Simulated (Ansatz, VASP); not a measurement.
NbRu3 in VASP and in Ansatz

```xyz
4
Lattice="3.8800 0.0000 0.0000 0.0000 3.8800 0.0000 0.0000 0.0000 3.9576" Properties=species:S:1:pos:R:3 pbc="T T T"
Nb    0.0000    0.0000    0.0000
Ru    0.0000    1.9400    1.9788
Ru    1.9400    0.0000    1.9788
Ru    1.9400    1.9400    0.0000
```

Change from the starting cell: zz strain of +2 %.

Alike in both runs: task single point; functional LDA; k mesh 9 × 9 × 9; occupations fermi-dirac, width 0.05 eV; no spin polarisation.

|  | VASP | Ansatz |
| --- | --- | --- |
| version | VASP 6.6.1 | Ansatz 0.2.0 |
| potentials or method | VASP PAW LDA potentials, release 64 (Nb_sv, Ru_pv), cutoff 520 eV | all-electron LAPW, scalar-relativistic |

|  | VASP | Ansatz | Ansatz less VASP |
| --- | --- | --- | --- |
| pressure (GPa) | -15.8 | -16.2 | -0.38 |
| traceless stress, the component that is largest in VASP (GPa) | -2.14 | -2.14 | +0.007 |

LDA's correlation is that of Perdew and Zunger in VASP and of Perdew and Wang (1992) in Ansatz. Ansatz ran all-electron here, and VASP with PAW potentials.
